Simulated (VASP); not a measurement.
Set up this calculation in VASP 6.6.1, as the native input.

- Task: single point
- Functional: PBEsol-based global hybrid
- Potentials or basis: VASP PAW PBE potentials, release 64 (Ga_d, As)
- Cutoff: 520 eV
- k mesh: 5 × 5 × 5
- Occupations: fermi-dirac, width 0.05 eV
- Spin: no spin polarisation
- Dipole correction: no
- Grid for exact exchange (PRECFOCK): Normal
- Share of exact exchange: 0.25
- Further INCAR settings: ALGO = Normal; EDIFF = 1e-06; NBANDS = 16

Crystal: GaAs.

```
Ga As
1.0
    -1.85867    1.85867    2.64819
     1.85867   -1.85867    2.64819
     1.85867    1.85867   -2.64819
Ga As
1 1
Direct
  0.00000 0.00000 0.00000
  0.50000 0.50000 0.00000
```

These files were run (other wordings do the same):

POSCAR

```
GaAs
1.0
   -1.8586749845      1.8586749845      2.6481904299
    1.8586749845     -1.8586749845      2.6481904299
    1.8586749845      1.8586749845     -2.6481904299
Ga As
1 1
Direct
    0.0000000000      0.0000000000      0.0000000000
    0.5000000000      0.5000000000      0.0000000000
```

INCAR.step1

```
SYSTEM = GaAs
  PREC = Accurate
  ENCUT = 520
  EDIFF = 1E-5
  ISMEAR = -1
  SIGMA = 0.05
  LREAL = .FALSE.
  LASPH = .TRUE.
  NELM = 100
  ALGO = Normal
  ISIF = 2
  LWAVE = .TRUE.
  LCHARG = .FALSE.
  GGA = PE
  NBANDS = 16
```

INCAR.step2

```
SYSTEM = GaAs
  PREC = Accurate
  ENCUT = 520
  EDIFF = 1E-6
  ISMEAR = -1
  SIGMA = 0.05
  LREAL = .FALSE.
  LASPH = .TRUE.
  NELM = 100
  ALGO = Normal
  ISIF = 2
  LWAVE = .FALSE.
  LCHARG = .FALSE.
  GGA = PS
  LHFCALC = .TRUE.
  AEXX = 0.25
  PRECFOCK = Normal
  ISTART = 1
  NBANDS = 16
```

KPOINTS

```
Automatic mesh
0
G
  5 5 5
  0 0 0
```

Potentials or basis: VASP PAW PBE potentials, release 64 (Ga_d, As).

Launch:

```console
$ cat potpaw_PBE.64/Ga_d/POTCAR potpaw_PBE.64/As/POTCAR > POTCAR
$ cp INCAR.step1 INCAR
$ mpirun -np 1 vasp_std > vasp.out
$ cp INCAR.step2 INCAR
$ mpirun -np 1 vasp_std > vasp.out
```

Results of the run:

| Item | Value |
| --- | --- |
| Pressure | -0.1 GPa |
| Band gap on the k mesh | zero (band 9 reaches 6.51 eV, above the bottom of band 10 at 2.38 eV) |

Caveat: the k points lie up to 0.48 Å⁻¹ apart; the PAW data sets were made with another functional, which shifts forces and pressure a little.

It took 36 min on 1 thread of Intel(R) Xeon(R) Platinum 8488C (Sapphire Rapids), on a shared host, peak memory 0.19 GiB.
